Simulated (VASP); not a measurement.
Input of a VASP 6.6.1 run:

The input POSCAR:

```
Y
1.0
    0.0000000000      2.4601500000      2.4601500000
    2.4850000000     -0.0248500000      2.4850000000
    2.4850000000      2.4850000000     -0.0248500000
Y
1
Direct
    0.0000000000      0.0000000000      0.0000000000
```

File INCAR.step1:

```
SYSTEM = Y
  ALGO = Normal
  EDIFF = 1E-4
  ENCUT = 520
  GGA = PE
  ISMEAR = 0
  LASPH = .True.
  LCHARG = .False.
  LREAL = .False.
  LWAVE = .True.
  NBANDS = 12
  NELM = 60
  PREC = Accurate
  SIGMA = 0.15
```

The input INCAR.step2:

```
SYSTEM = Y
  ALGO = Normal
  EDIFF = 1E-6
  ENCUT = 520
  ISIF = 2
  ISMEAR = 0
  ISTART = 1
  LASPH = .True.
  LCHARG = .False.
  LMIXTAU = .True.
  LREAL = .False.
  LWAVE = .False.
  METAGGA = R2SCAN
  NBANDS = 12
  NELM = 60
  PREC = Accurate
  SIGMA = 0.15
```

The input KPOINTS:

```
k-points
0
Gamma
  16 16 16
  0 0 0
```

Potentials or basis: VASP PAW PBE potentials, release 64 (Y_sv).

Run with:

```console
$ cat potpaw_PBE.64/Y_sv/POTCAR > POTCAR
$ cp INCAR.step1 INCAR
$ mpirun -np 1 vasp_std > vasp.out
$ cp INCAR.step2 INCAR
$ mpirun -np 1 vasp_std > vasp.out
```

**Question.** Predict the band gap on the k mesh.

**Answer.** Zero (an odd number of electrons rules out a gap without spin polarisation).

**Question.** Estimate the pressure.

**Answer.** 3.4 GPa.

Stress tensor (GPa, compression positive):
```
3.42 0.00 0.00
0.00 3.43 0.66
0.00 0.66 3.43
```

Caveat: the cell differs from its parent crystal (strain -0.0200 x Voigt [0, 0, 0, 1, 0, 0]); the cell stands under pressure; the PAW data sets were made with another functional, which shifts forces and pressure a little.
